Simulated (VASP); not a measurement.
# Pt (Fm-3m) in VASP: single point with PBE

Aim: the single point of Pt with PBE.

All numbers are computed with VASP 6.6.1; they aren't measurements. Logs are shortened: lines on timing, memory, paths and dates and some standing lists are left out, and cuts for length are marked.

## Step 1: The cell of the first run

The structure is cubic, space group Fm-3m (No. 225). The conventional cell has a = 3.967 Å, b = 3.967 Å, c = 3.967 Å, α = 90.00°, β = 90.00°, γ = 90.00°. Within 3.7 Å of Pt (site symmetry m-3m) lie 12 Pt at 2.81 Å.

## Step 2: Single point, PBE

Contents of INCAR:

```
  ALGO = Normal
  EDIFF = 1E-6
  ENCUT = 500
  GGA = PE
  GGA_COMPAT = F
  ISIF = 2
  ISMEAR = 0
  LASPH = T
  LCHARG = F
  LREAL = F
  LWAVE = F
  NBANDS = 11
  NELM = 120
  PREC = Accurate
  SIGMA = 0.1
```

Contents of KPOINTS:

```
k-points
0
Gamma
  8 8 8
```

Contents of POSCAR:

```
Pt
1.0
    0.0000000000      1.9836410160      1.9836410160
    1.9836410160      0.0000000000      1.9836410160
    1.9836410160      1.9836410160      0.0000000000
Pt
1
Direct
    0.0000000000      0.0000000000      0.0000000000
```

Potentials or basis: VASP PAW PBE potentials, release 64 (Pt).

On the command line:

```
$ cat potpaw_PBE.64/Pt/POTCAR > POTCAR
$ mpirun -np 1 vasp_std > vasp.out
```

OUTCAR:

```text
EDIFF = 1E-6
   ENCUT = 500
   GGA = PE
   ISIF = 2
   ISMEAR = 0
   LASPH = T
   LREAL = F
   NELM = 120
   PREC = Accurate

 ion  position               nearest neighbor table
   1  0.000  0.000  0.000-

  LATTYP: Found a face centered cubic cell.
 ALAT       =     3.9672820320

  Lattice vectors:

 A1 = (   0.0000000000,   1.9836410160,   1.9836410160)
 A2 = (   1.9836410160,   0.0000000000,   1.9836410160)
 A3 = (   1.9836410160,   1.9836410160,   0.0000000000)

Analysis of symmetry for initial positions (statically):
=====================================================================
 Subroutine PRICEL returns:
 Original cell was already a primitive cell.

 Routine SETGRP: Setting up the symmetry group for a
 face centered cubic supercell.

 Subroutine GETGRP returns: Found 48 space group operations
 (whereof 48 operations were pure point group operations)
 out of a pool of 48 trial point group operations.

The static configuration has the point symmetry O_h .

Analysis of symmetry for dynamics (positions and initial velocities):
=====================================================================
 Subroutine PRICEL returns:
 Original cell was already a primitive cell.

 Routine SETGRP: Setting up the symmetry group for a
 face centered cubic supercell.

 Subroutine GETGRP returns: Found 48 space group operations
 (whereof 48 operations were pure point group operations)
 out of a pool of 48 trial point group operations.

The dynamic configuration has the point symmetry O_h .

 Subroutine INISYM returns: Found 48 space group operations
 (whereof 48 operations are pure point group operations),
 and found     1 'primitive' translations

----------------------------------------------------------------------------------------

                                     Primitive cell

  volume of cell :      15.6106

  direct lattice vectors                    reciprocal lattice vectors
     0.000000000  1.983641016  1.983641016    -0.252061737  0.252061737  0.252061737
     1.983641016  0.000000000  1.983641016     0.252061737 -0.252061737  0.252061737
     1.983641016  1.983641016  0.000000000     0.252061737  0.252061737 -0.252061737

  length of vectors
     2.805292028  2.805292028  2.805292028     0.436583735  0.436583735  0.436583735

  position of ions in fractional coordinates (direct lattice)
     0.000000000  0.000000000  0.000000000

  ion indices of the primitive-cell ions
   primitive index   ion index
                 1           1

----------------------------------------------------------------------------------------

 KPOINTS: k-points

Automatic generation of k-mesh.
 Grid dimensions read from file:
 generate k-points for:    8    8    8

 Generating k-lattice:

  Cartesian coordinates                     Fractional coordinates (reciprocal lattice)
    -0.031507717  0.031507717  0.031507717     0.125000000  0.000000000  0.000000000
     0.031507717 -0.031507717  0.031507717     0.000000000  0.125000000  0.000000000
     0.031507717  0.031507717 -0.031507717     0.000000000  0.000000000  0.125000000

  Length of vectors
     0.054572967  0.054572967  0.054572967

  Shift w.r.t. Gamma in fractional coordinates (k-lattice)
     0.000000000  0.000000000  0.000000000

 Subroutine IBZKPT returns following result:
 ===========================================

 Found     29 irreducible k-points:

 Following reciprocal coordinates:
            Coordinates               Weight
  0.000000  0.000000  0.000000      1.000000
  0.125000  0.000000  0.000000      8.000000
  0.250000  0.000000  0.000000      8.000000
  0.375000  0.000000  0.000000      8.000000
  0.500000  0.000000  0.000000      4.000000
  0.125000  0.125000  0.000000      6.000000
[... 16 lines left out ...]
  0.500000  0.250000  0.125000     48.000000
 -0.375000  0.250000  0.125000     24.000000
 [... further k-points ...]
   k-points           NKPTS =     29   k-points in BZ     NKDIM =     29   number of bands    NBANDS=     11
   number of dos      NEDOS =    301   number of ions     NIONS =      1
   total plane-waves  NPLWV =   8000
   dimension x,y,z NGX =    20 NGY =   20 NGZ =   20
   dimension x,y,z NGXF=    40 NGYF=   40 NGZF=   40
   ions per type =               1
   NGX,Y,Z   is equivalent  to a cutoff of  11.85, 11.85, 11.85 a.u.
   NGXF,Y,Z  is equivalent  to a cutoff of  23.70, 23.70, 23.70 a.u.
 SYSTEM =  unknown system
   PREC   = accura    normal or accurate (medium, high low for compatibility)
   ISTART =      0    job   : 0-new  1-cont  2-samecut
   ICHARG =      2    charge: 1-file 2-atom 10-const
   ISPIN  =      1    spin polarized calculation?
   LNONCOLLINEAR =      F non collinear calculations
   LSORBIT =      F    spin-orbit coupling
   LASPH  =      T    aspherical Exc in radial PAW
   ENCUT  =  500.0 eV  36.75 Ry    6.06 a.u.   5.11  5.11  5.11*2*pi/ulx,y,z
   NELM   =    120;   NELMIN=  2; NELMDL= -5     # of ELM steps
   EDIFF  = 0.1E-05   stopping-criterion for ELM
   LREAL  =      F    real-space projection
   EDIFFG = 0.1E-04   stopping-criterion for IOM
   NSW    =      0    number of steps for IOM
   IBRION =     -1    ionic relax: 0-MD 1-quasi-New 2-CG
   NFREE  =      0    steps in history (QN), initial steepest desc. (CG)
   ISIF   =      2    stress and relaxation
   ISYM   =      2    0-nonsym 1-usesym 2-fastsym
   POTIM  = 0.5000    time-step for ionic-motion
   TEBEG  =    0.0;   TEEND  =   0.0 temperature during run
   PSTRESS=    0.0 pullay stress
   NELECT =      10.0000    total number of electrons
   NUPDOWN=      -1.0000    fix difference up-down
   EMIN   =  10.00;   EMAX   =-10.00  energy-range for DOS
   EFERMI =   0.00;   METHOD = LEGACY
   ISMEAR =     0;   SIGMA  =   0.10  broadening in eV -4-tet -1-fermi 0-gaus
   EFERMI_NEDOS =   21; number of points for ismear=-14 and -15
   IALGO  =     38    algorithm
   IMIX   =      4    mixing-type and parameters
     AMIX     =   0.40;   BMIX     =  1.00
     AMIX_MAG =   1.60;   BMIX_MAG =  1.00
  volume/ion in A,a.u.               =      15.61       105.35
  Fermi-wavevector in a.u.,A,eV,Ry     =   1.411243  2.666862 27.097450  1.991606
  Thomas-Fermi vector in A             =   2.533114
   LORBIT       =      0    0 simple, 1 ext, 2 COOP (PROOUT), +10 PAW based schemes
   GGA     = PE    functional components
   LHFCALC =     F    Hartree Fock is set to
   AEXX    =    0.0000 exact exchange contribution
   IVDW    =     0    specifies the selected vdW correction
   LEPSILON=     F    determine dielectric tensor
   LRPA    =     F    only Hartree local field effects (RPA)
 non-spin polarized calculation
 Gauss-broadening in eV      SIGMA  =   0.10
  energy-cutoff  :      500.00
  volume of cell :       15.61
 maximum number of plane-waves:       415
   NGX = 11   NGY = 11   NGZ = 11

 number of electron      10.0000002 magnetization

 Free energy of the ion-electron system (eV)
  ---------------------------------------------------
  ext. energy  EPLUGINS =         0.00000000
  ---------------------------------------------------
  free energy    TOTEN  =        -6.08655337 eV

  energy without entropy =       -6.07702455  energy(sigma->0) =       -6.08178896

 E-fermi :  10.5396     XC(G=0): -13.2915

 val. band max:       10.4088595010   @ k =  -0.3750   0.3750   0.0000
 cond. band min:      10.5477502309   @ k =  -0.2500   0.1250   0.0000
 fundamental gap:      0.1388907298
 Fermi energy:        10.5396478740

 k-point     1 :       0.0000    0.0000    0.0000
  band No.  band energies     occupation
      1       0.7796      2.00000
      2       7.0013      2.00000
      3       7.0013      2.00000
      4       7.0013      2.00000
      5       9.0305      2.00000
      6       9.0305      2.00000
      7      25.3484      0.00000
      8      30.1171      0.00000
      9      30.1171      0.00000
     10      30.1171      0.00000
     11      35.3453      0.00000

 k-point     2 :       0.1250    0.0000    0.0000
  band No.  band energies     occupation
      1       1.3705      2.00000
      2       6.7755      2.00000
      3       7.2093      2.00000
      4       7.2093      2.00000
      5       8.9383      2.00000
      6       8.9383      2.00000
      7      26.1772      0.00000
      8      27.6599      0.00000
      9      30.9984      0.00000
     10      30.9984      0.00000
     11      36.3860      0.00000

 k-point     3 :       0.2500    0.0000    0.0000
  band No.  band energies     occupation
      1       2.7704      2.00000
      2       6.6799      2.00000
      3       7.3561      2.00000
      4       7.3561      2.00000
      5       9.2040      2.00000
      6       9.2040      2.00000
      7      23.7141      0.00000
      8      26.9327      0.00000
      9      32.8657      0.00000
     10      32.8657      0.00000
     11      33.8453      0.00000

 k-point     4 :       0.3750    0.0000    0.0000
  band No.  band energies     occupation
      1       3.5718      2.00000
      2       7.0929      2.00000
      3       7.0929      2.00000
      4       8.2814      2.00000
      5      10.1051      2.00000
      6      10.1051      2.00000
      7      19.1274      0.00000
      8      25.5569      0.00000
      9      30.6905      0.00000
     10      30.6905      0.00000
     11      36.6754      0.00000

 k-point     5 :       0.5000    0.0000    0.0000
  band No.  band energies     occupation
      1       3.6274      2.00000
      2       6.9439      2.00000
      3       6.9439      2.00000
      4      10.2820      1.99973
      5      10.6047      0.35723
      6      10.6047      0.35722
      7      16.1688      0.00000
      8      24.9056      0.00000
      9      29.3506      0.00000
     10      29.3506      0.00000
     11      38.4167      0.00000

 k-point     6 :       0.1250    0.1250    0.0000
  band No.  band energies     occupation
      1       1.5718      2.00000
      2       6.5184      2.00000
      3       7.4096      2.00000
      4       7.4096      2.00000
      5       8.5028      2.00000
      6       9.2345      2.00000
      7      26.5381      0.00000
      8      28.6658      0.00000
      9      29.9992      0.00000
     10      29.9992      0.00000
     11      37.8706      0.00000

 k-point     7 :       0.2500    0.1250    0.0000
  band No.  band energies     occupation
      1       2.7644      2.00000
      2       6.1354      2.00000
      3       7.4789      2.00000
      4       7.7515      2.00000
      5       8.6261      2.00000
      6       9.5449      2.00000
      7      25.5354      0.00000
      8      27.7072      0.00000
      9      29.7589      0.00000
     10      30.9522      0.00000
     11      34.4768      0.00000

 k-point     8 :       0.3750    0.1250    0.0000
  band No.  band energies     occupation
      1       3.9078      2.00000
      2       6.6500      2.00000
      3       6.9392      2.00000
      4       7.6159      2.00000
      5      10.2021      2.00000
      6      10.2878      1.99963
      7      20.8372      0.00000
      8      26.6170      0.00000
      9      28.8290      0.00000
     10      30.5214      0.00000
     11      36.3469      0.00000
[... 141 lines left out ...]
 k-point    19 :       0.5000    0.3750    0.0000
  band No.  band energies     occupation
      1       4.2241      2.00000
      2       4.6756      2.00000
      3       9.1348      2.00000
      4       9.9404      2.00000
      5      10.8459      0.00001
      6      13.3814      0.00000
      7      19.2321      0.00000
      8      22.0899      0.00000
      9      23.1713      0.00000
     10      30.8831      0.00000
     11      33.5936      0.00000

 k-point    20 :      -0.3750    0.3750    0.0000
  band No.  band energies     occupation
      1       4.6643      2.00000
      2       5.4170      2.00000
      3       7.8966      2.00000
      4       9.3362      2.00000
      5      10.4089      1.93563
      6      16.2152      0.00000
      7      17.1526      0.00000
      8      20.4074      0.00000
      9      25.0323      0.00000
     10      30.2998      0.00000
     11      36.7962      0.00000

 k-point    21 :       0.5000    0.5000    0.0000
  band No.  band energies     occupation
      1       3.8923      2.00000
      2       4.3247      2.00000
      3      10.5697      0.67112
      4      11.0291      0.00000
      5      11.0291      0.00000
      6      12.4601      0.00000
      7      19.1038      0.00000
      8      21.8956      0.00000
      9      21.8956      0.00000
     10      30.3337      0.00000
     11      33.4585      0.00000

 k-point    22 :       0.3750    0.2500    0.1250
  band No.  band energies     occupation
      1       4.0145      2.00000
      2       5.7598      2.00000
      3       6.9951      2.00000
      4       8.5732      2.00000
      5       8.6566      2.00000
      6      10.5949      0.43473
      7      23.8831      0.00000
      8      25.9974      0.00000
      9      28.3667      0.00000
     10      30.6912      0.00000
     11      34.3222      0.00000

 k-point    23 :       0.5000    0.2500    0.1250
  band No.  band energies     occupation
      1       4.8285      2.00000
      2       6.2382      2.00000
      3       6.5031      2.00000
      4       8.2979      2.00000
      5       9.8816      2.00000
      6      12.4370      0.00000
      7      19.6477      0.00000
      8      24.6978      0.00000
      9      26.6384      0.00000
     10      30.7998      0.00000
     11      34.6251      0.00000

 k-point    24 :      -0.3750    0.2500    0.1250
  band No.  band energies     occupation
      1       4.8552      2.00000
      2       6.0437      2.00000
      3       7.3393      2.00000
      4       8.0479      2.00000
      5      10.3919      1.96334
      6      14.9342      0.00000
      7      15.9019      0.00000
      8      25.0036      0.00000
      9      25.4948      0.00000
     10      29.5812      0.00000
     11      36.4233      0.00000

 [... further k-points ...]
[... 5 lines left out ...]
  --------------------------------------------------------------------------------------
  -------------------------------------------------------------------------------------
  Total       -0.0602402     -0.0602402     -0.0602402     -0.0000000      0.0000000     -0.0000000
  in kB       -6.1826984     -6.1826984     -6.1826984     -0.0000000      0.0000000     -0.0000000
  external PRESSURE =      -6.1826984 kB  Pullay stress =       0.0000000 kB

 VOLUME and BASIS-vectors are now :
 -----------------------------------------------------------------------------
  energy-cutoff  :      500.00
  volume of cell :       15.61
      direct lattice vectors                 reciprocal lattice vectors
     0.000000000  1.983641016  1.983641016    -0.252061737  0.252061737  0.252061737
     1.983641016  0.000000000  1.983641016     0.252061737 -0.252061737  0.252061737
     1.983641016  1.983641016  0.000000000     0.252061737  0.252061737 -0.252061737

 POSITION                                       TOTAL-FORCE (eV/Angst)
 -----------------------------------------------------------------------------------
      0.00000      0.00000      0.00000         0.000000      0.000000      0.000000
 -----------------------------------------------------------------------------------
    total drift:                                0.000000      0.000000     -0.000000

  FREE ENERGIE OF THE ION-ELECTRON SYSTEM (eV)
  ---------------------------------------------------
  free  energy   TOTEN  =        -6.0865533696 eV

  energy  without entropy=       -6.0770245488  energy(sigma->0) =       -6.08178896
```

It took 5.1 s on 1 thread of Intel Xeon Platinum 8259CL at 2.50GHz (Skylake/Cascade Lake), shared host; peak memory 0.12 GiB.

Results:

```yaml
Free_energy: -6.0866 eV
Pressure: -0.6 GPa
Band_gap_on_the_k_mesh: zero (band 5 reaches 11.03 eV, above the bottom of band 6 at 8.94 eV)
```

Caveat: spin-orbit coupling is left out, which moves the levels of the heavy elements.
